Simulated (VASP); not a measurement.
# YbRe (Pm-3m) in VASP: further runs

Aim: see how the results for YbRe move with the level of theory and the settings. Levels: r2SCAN, PBE. Tasks: single point.

All numbers are computed with VASP 6.6.1; they aren't measurements. Logs are shortened: lines on timing, memory, paths and dates and some standing lists are left out, and cuts for length are marked.

## (1) The cell of the first run

The structure is cubic, space group Pm-3m (No. 221). Conventional cell: a = 3.372 Å, b = 3.372 Å, c = 3.372 Å, α = 90.00°, β = 90.00°, γ = 90.00°. Within 3.8 Å of Yb (site symmetry m-3m) lie 8 Re at 2.92 Å and 6 Yb at 3.37 Å. Re (site symmetry m-3m) has 8 Yb at 2.92 Å and 6 Re at 3.37 Å within 3.8 Å.

## (2) Single point, r2SCAN (19.17 Å³/atom)

Input file POSCAR:

```
YbRe
1.0
    3.3720569026      0.0000000000      0.0000000000
    0.0000000000      3.3720569026      0.0000000000
    0.0000000000      0.0000000000      3.3720569026
Yb Re
1 1
Direct
    0.0000000000      0.0000000000      0.0000000000
    0.5000000000      0.5000000000      0.5000000000
```

Input file INCAR.step1:

```
PREC = Accurate ; ENCUT = 520
ISMEAR = 0 ; SIGMA = 0.05
LREAL = False ; LASPH = True
NELM = 80 ; NBANDS = 22
GGA = PE ; ALGO = Normal
EDIFF = 1E-4 ; LWAVE = True
LCHARG = False
```

Input file INCAR.step2:

```
PREC = Accurate ; ENCUT = 520
EDIFF = 1E-7 ; ISMEAR = 0
SIGMA = 0.05 ; LREAL = False
LASPH = True ; NELM = 80
ALGO = Normal ; ISIF = 2
LWAVE = False ; LCHARG = False
METAGGA = R2SCAN ; LMIXTAU = True
NBANDS = 22 ; ISTART = 1
```

Input file KPOINTS:

```
Automatic mesh
0
Gamma
  10 10 10
```

Potentials or basis: VASP PAW PBE potentials, release 64 (Yb, Re).

Launch:

```
$ cat potpaw_PBE.64/Yb/POTCAR potpaw_PBE.64/Re/POTCAR > POTCAR
$ cp INCAR.step1 INCAR
$ mpirun -np 1 vasp_std > vasp.out
$ cp INCAR.step2 INCAR
$ mpirun -np 1 vasp_std > vasp.out
```

OUTCAR:

```text
PREC = Accurate
   ENCUT = 520
   EDIFF = 1E-7
   ISMEAR = 0
   LREAL = False
   LASPH = True
   NELM = 80
   ISIF = 2
   METAGGA = R2SCAN
   ISTART = 1

 ion  position               nearest neighbor table
   1  0.000  0.000  0.000-   2 2.92   2 2.92   2 2.92   2 2.92   2 2.92   2 2.92   2 2.92   2 2.92

   2  0.500  0.500  0.500-   1 2.92   1 2.92   1 2.92   1 2.92   1 2.92   1 2.92   1 2.92   1 2.92

  LATTYP: Found a simple cubic cell.
 ALAT       =     3.3720569026

  Lattice vectors:

 A1 = (   3.3720569026,   0.0000000000,   0.0000000000)
 A2 = (   0.0000000000,   3.3720569026,   0.0000000000)
 A3 = (   0.0000000000,   0.0000000000,   3.3720569026)

Analysis of symmetry for initial positions (statically):
=====================================================================
 Subroutine PRICEL returns:
 Original cell was already a primitive cell.

 Routine SETGRP: Setting up the symmetry group for a
 simple cubic supercell.

 Subroutine GETGRP returns: Found 48 space group operations
 (whereof 48 operations were pure point group operations)
 out of a pool of 48 trial point group operations.

The static configuration has the point symmetry O_h .

Analysis of symmetry for dynamics (positions and initial velocities):
=====================================================================
 Subroutine PRICEL returns:
 Original cell was already a primitive cell.

 Routine SETGRP: Setting up the symmetry group for a
 simple cubic supercell.

 Subroutine GETGRP returns: Found 48 space group operations
 (whereof 48 operations were pure point group operations)
 out of a pool of 48 trial point group operations.

The dynamic configuration has the point symmetry O_h .

 Subroutine INISYM returns: Found 48 space group operations
 (whereof 48 operations are pure point group operations),
 and found     1 'primitive' translations

----------------------------------------------------------------------------------------

                                     Primitive cell

  volume of cell :      38.3429

  direct lattice vectors                    reciprocal lattice vectors
     3.372056903  0.000000000  0.000000000     0.296554901  0.000000000  0.000000000
     0.000000000  3.372056903  0.000000000     0.000000000  0.296554901  0.000000000
     0.000000000  0.000000000  3.372056903     0.000000000  0.000000000  0.296554901

  length of vectors
     3.372056903  3.372056903  3.372056903     0.296554901  0.296554901  0.296554901

  position of ions in fractional coordinates (direct lattice)
     0.000000000  0.000000000  0.000000000
     0.500000000  0.500000000  0.500000000

  ion indices of the primitive-cell ions
   primitive index   ion index
                 1           1
                 2           2

----------------------------------------------------------------------------------------

 KPOINTS: Automatic mesh

Automatic generation of k-mesh.
 Grid dimensions read from file:
 generate k-points for:   10   10   10

 Generating k-lattice:

  Cartesian coordinates                     Fractional coordinates (reciprocal lattice)
     0.029655490  0.000000000  0.000000000     0.100000000  0.000000000  0.000000000
     0.000000000  0.029655490  0.000000000     0.000000000  0.100000000  0.000000000
     0.000000000  0.000000000  0.029655490     0.000000000  0.000000000  0.100000000

  Length of vectors
     0.029655490  0.029655490  0.029655490

  Shift w.r.t. Gamma in fractional coordinates (k-lattice)
     0.000000000  0.000000000  0.000000000

 Subroutine IBZKPT returns following result:
 ===========================================

 Found     56 irreducible k-points:

 Following reciprocal coordinates:
            Coordinates               Weight
  0.000000  0.000000  0.000000      1.000000
  0.100000  0.000000  0.000000      6.000000
  0.200000  0.000000  0.000000      6.000000
  0.300000  0.000000  0.000000      6.000000
  0.400000  0.000000  0.000000      6.000000
  0.500000  0.000000  0.000000      3.000000
[... 16 lines left out ...]
  0.200000  0.100000  0.100000     24.000000
  0.300000  0.100000  0.100000     24.000000
 [... further k-points ...]
   k-points           NKPTS =     56   k-points in BZ     NKDIM =     56   number of bands    NBANDS=     22
   number of dos      NEDOS =    301   number of ions     NIONS =      2
   total plane-waves  NPLWV =  21952
   dimension x,y,z NGX =    28 NGY =   28 NGZ =   28
   dimension x,y,z NGXF=    56 NGYF=   56 NGZF=   56
   ions per type =               1   1
   NGX,Y,Z   is equivalent  to a cutoff of  13.80, 13.80, 13.80 a.u.
   NGXF,Y,Z  is equivalent  to a cutoff of  27.61, 27.61, 27.61 a.u.
 SYSTEM =  unknown system
   PREC   = accura    normal or accurate (medium, high low for compatibility)
   ISTART =      1    job   : 0-new  1-cont  2-samecut
   ICHARG =      0    charge: 1-file 2-atom 10-const
   ISPIN  =      1    spin polarized calculation?
   LNONCOLLINEAR =      F non collinear calculations
   LSORBIT =      F    spin-orbit coupling
   LASPH  =      T    aspherical Exc in radial PAW
   ENCUT  =  520.0 eV  38.22 Ry    6.18 a.u.   6.27  6.27  6.27*2*pi/ulx,y,z
   NELM   =     80;   NELMIN=  2; NELMDL=  0     # of ELM steps
   EDIFF  = 0.1E-06   stopping-criterion for ELM
   LREAL  =      F    real-space projection
   EDIFFG = 0.1E-05   stopping-criterion for IOM
   NSW    =      0    number of steps for IOM
   IBRION =     -1    ionic relax: 0-MD 1-quasi-New 2-CG
   NFREE  =      0    steps in history (QN), initial steepest desc. (CG)
   ISIF   =      2    stress and relaxation
   ISYM   =      2    0-nonsym 1-usesym 2-fastsym
   POTIM  = 0.5000    time-step for ionic-motion
   TEBEG  =    0.0;   TEEND  =   0.0 temperature during run
   PSTRESS=    0.0 pullay stress
   NELECT =      31.0000    total number of electrons
   NUPDOWN=      -1.0000    fix difference up-down
   EMIN   =  10.00;   EMAX   =-10.00  energy-range for DOS
   EFERMI =   0.00;   METHOD = LEGACY
   ISMEAR =     0;   SIGMA  =   0.05  broadening in eV -4-tet -1-fermi 0-gaus
   EFERMI_NEDOS =   21; number of points for ismear=-14 and -15
   IALGO  =     38    algorithm
   IMIX   =      4    mixing-type and parameters
     AMIX     =   0.40;   BMIX     =  1.00
     AMIX_MAG =   1.60;   BMIX_MAG =  1.00
  volume/ion in A,a.u.               =      19.17       129.38
  Fermi-wavevector in a.u.,A,eV,Ry     =   1.525108  2.882036 31.646517  2.325953
  Thomas-Fermi vector in A             =   2.633323
   LORBIT       =      0    0 simple, 1 ext, 2 COOP (PROOUT), +10 PAW based schemes
   METAGGA = R2SCAN    functional components
   LHFCALC =     F    Hartree Fock is set to
   AEXX    =    0.0000 exact exchange contribution
   IVDW    =     0    specifies the selected vdW correction
   LEPSILON=     F    determine dielectric tensor
   LRPA    =     F    only Hartree local field effects (RPA)
 non-spin polarized calculation
 Gauss-broadening in eV      SIGMA  =   0.05
  energy-cutoff  :      520.00
  volume of cell :       38.34
 maximum number of plane-waves:      1064
 NGX is ok and might be reduce to    28
   NGX = 13   NGY = 13   NGZ = 13

 number of electron      31.0000007 magnetization

 Free energy of the ion-electron system (eV)
  ---------------------------------------------------
  ext. energy  EPLUGINS =         0.00000000
  ---------------------------------------------------
  free energy    TOTEN  =       -86.49101359 eV

  energy without entropy =      -86.48378504  energy(sigma->0) =      -86.48739931

 E-fermi :   3.9769     XC(G=0): -13.4423

 val. band max:        3.9757436619   @ k =   0.2000   0.1000   0.0000
 cond. band min:       3.9815723635   @ k =   0.3000   0.1000   0.1000
 fundamental gap:      0.0058287015
 Fermi energy:         3.9768674481

 k-point     1 :       0.0000    0.0000    0.0000
  band No.  band energies     occupation
      1     -48.5906      2.00000
      2     -19.9786      2.00000
      3     -19.9786      2.00000
      4     -19.9786      2.00000
      5      -3.1910      2.00000
      6       0.5719      2.00000
[... 14 lines left out ...]
     21      13.3105      0.00000
     22      13.3112      0.00000

 k-point     2 :       0.1000    0.0000    0.0000
  band No.  band energies     occupation
      1     -48.5883      2.00000
      2     -20.0310      2.00000
      3     -19.9767      2.00000
      4     -19.9767      2.00000
      5      -2.9637      2.00000
      6       0.6509      2.00000
[... 14 lines left out ...]
     21      11.6671      0.00000
     22      12.8368      0.00000

 k-point     3 :       0.2000    0.0000    0.0000
  band No.  band energies     occupation
      1     -48.5824      2.00000
      2     -20.1652      2.00000
      3     -19.9717      2.00000
      4     -19.9717      2.00000
      5      -2.3141      2.00000
      6       0.8715      2.00000
[... 14 lines left out ...]
     21      10.2197      0.00000
     22      11.9808      0.00000

 k-point     4 :       0.3000    0.0000    0.0000
  band No.  band energies     occupation
      1     -48.5751      2.00000
      2     -20.3261      2.00000
      3     -19.9656      2.00000
      4     -19.9656      2.00000
      5      -1.3384      2.00000
      6       1.1763      2.00000
[... 14 lines left out ...]
     21       9.1010      0.00000
     22      12.1810      0.00000

 k-point     5 :       0.4000    0.0000    0.0000
  band No.  band energies     occupation
      1     -48.5691      2.00000
      2     -20.4523      2.00000
      3     -19.9606      2.00000
      4     -19.9606      2.00000
      5      -0.2259      2.00000
      6       1.4535      2.00000
[... 417 lines left out ...]
 k-point    22 :       0.1000    0.1000    0.1000
  band No.  band energies     occupation
      1     -48.5839      2.00000
      2     -20.0412      2.00000
      3     -20.0166      2.00000
      4     -20.0166      2.00000
      5      -2.5333      2.00000
      6       0.9241      2.00000
[... 14 lines left out ...]
     21      11.6161      0.00000
     22      11.6161      0.00000

 k-point    23 :       0.2000    0.1000    0.1000
  band No.  band energies     occupation
      1     -48.5783      2.00000
      2     -20.1567      2.00000
      3     -20.0189      2.00000
      4     -20.0116      2.00000
      5      -1.9319      2.00000
      6       1.1108      2.00000
[... 14 lines left out ...]
     21      10.1811      0.00000
     22      11.7834      0.00000

 k-point    24 :       0.3000    0.1000    0.1000
  band No.  band energies     occupation
      1     -48.5712      2.00000
      2     -20.3104      2.00000
      3     -20.0060      2.00000
      4     -20.0055      2.00000
      5      -1.0432      2.00000
      6       1.3627      2.00000
[... 14 lines left out ...]
     21       9.3098      0.00000
     22      11.8886      0.00000

 [... further k-points ...]

------------------------ aborting loop because EDIFF is reached ----------------------------------------

  FORCE on cell =-STRESS in cart. coord.  units (eV):
  Direction    XX          YY          ZZ          XY          YZ          ZX
  --------------------------------------------------------------------------------------
  -------------------------------------------------------------------------------------
  Total       -0.5460644     -0.5460644     -0.5460644     -0.0000000      0.0000000      0.0000000
  in kB      -22.8175876    -22.8175876    -22.8175876     -0.0000000      0.0000000      0.0000000
  external PRESSURE =     -22.8175876 kB  Pullay stress =       0.0000000 kB

 VOLUME and BASIS-vectors are now :
 -----------------------------------------------------------------------------
  energy-cutoff  :      520.00
  volume of cell :       38.34
      direct lattice vectors                 reciprocal lattice vectors
     3.372056903  0.000000000  0.000000000     0.296554901  0.000000000  0.000000000
     0.000000000  3.372056903  0.000000000     0.000000000  0.296554901  0.000000000
     0.000000000  0.000000000  3.372056903     0.000000000  0.000000000  0.296554901

 POSITION                                       TOTAL-FORCE (eV/Angst)
 -----------------------------------------------------------------------------------
      0.00000      0.00000      0.00000         0.000000      0.000000      0.000000
      1.68603      1.68603      1.68603         0.000000      0.000000      0.000000
 -----------------------------------------------------------------------------------
    total drift:                               -0.000000      0.000000     -0.000000

  FREE ENERGIE OF THE ION-ELECTRON SYSTEM (eV)
  ---------------------------------------------------
  free  energy   TOTEN  =       -86.4910135890 eV

  energy  without entropy=      -86.4837850367  energy(sigma->0) =      -86.48739931
```

Wall time 3.3 min (1 thread of AMD EPYC 9R45 (Zen 5), shared host); peak memory 0.19 GiB.

What came out:

* Free energy: -86.4910 eV
* Pressure: -2.3 GPa
* Band gap on the k mesh: zero (an odd number of electrons rules out a gap without spin polarisation)

Caveat: the PAW data sets were made with another functional, which shifts forces and pressure a little; spin-orbit coupling is left out, which moves the levels of the heavy elements. Spin polarisation is off, so any magnetic state and its effect on volume and gap are missing.

## (3) Single point, r2SCAN (19.55 Å³/atom)

This run uses another cell than the first one, of 19.55 Å³/atom.

Input file POSCAR:

```
YbRe
1.0
    3.3939539895      0.0000000000      0.0000000000
    0.0000000000      3.3939539895      0.0000000000
    0.0000000000      0.0000000000      3.3939539895
Yb Re
1 1
Direct
    0.0000000000      0.0000000000      0.0000000000
    0.5000000000      0.5000000000      0.5000000000
```

Input file INCAR.step1:

```
  PREC = Accurate
  ENCUT = 520
  ISMEAR = 0
  SIGMA = 0.05
  LREAL = F
  LASPH = T
  NELM = 100
  NBANDS = 22
  GGA = PE
  ALGO = Normal
  EDIFF = 1E-4
  LWAVE = T
  LCHARG = F
```

Input file INCAR.step2:

```
  PREC = Accurate
  ENCUT = 520
  EDIFF = 1E-6
  ISMEAR = 0
  SIGMA = 0.05
  LREAL = F
  LASPH = T
  NELM = 100
  ALGO = Normal
  ISIF = 2
  LWAVE = F
  LCHARG = F
  METAGGA = R2SCAN
  LMIXTAU = T
  NBANDS = 22
  ISTART = 1
```

KPOINTS is that of step 2.

Potentials or basis: VASP PAW PBE potentials, release 64 (Yb, Re).

Launch:

```
$ cat potpaw_PBE.64/Yb/POTCAR potpaw_PBE.64/Re/POTCAR > POTCAR
$ cp INCAR.step1 INCAR
$ mpirun -np 1 vasp_std > vasp.out
$ cp INCAR.step2 INCAR
$ mpirun -np 1 vasp_std > vasp.out
```

Wall time 3.4 min (1 thread of AMD EPYC 9R45 (Zen 5), shared host); peak memory 0.19 GiB.

It converged, with:

- Free energy: -86.4763 eV
- Pressure: -4.3 GPa
- Band gap on the k mesh: zero (an odd number of electrons rules out a gap without spin polarisation)

Levels at points of the mesh, in eV from the Fermi level:
| k point | band 13 | band 14 | band 15 | band 16 | band 17 | band 18 |
| --- | --- | --- | --- | --- | --- | --- |
| (0.00, 0.00, 0.00) | -0.65 | -0.63 | 0.20 | 0.20 | 0.20 | 5.24 |
| (0.50, 0.00, 0.00) | -0.61 | -0.28 | 0.28 | 0.28 | 1.14 | 2.05 |
| (0.50, 0.50, 0.00) | -0.66 | -0.62 | -0.57 | 2.13 | 2.31 | 2.31 |
| (0.50, 0.50, 0.50) | -0.63 | -0.63 | 0.05 | 0.05 | 0.05 | 2.23 |

Caveat: the cell stands under tension; the PAW data sets were made with another functional, which shifts forces and pressure a little; spin-orbit coupling is left out, which moves the levels of the heavy elements. Spin polarisation is off, so any magnetic state and its effect on volume and gap are missing.

(Continued in part 2 of 2.)
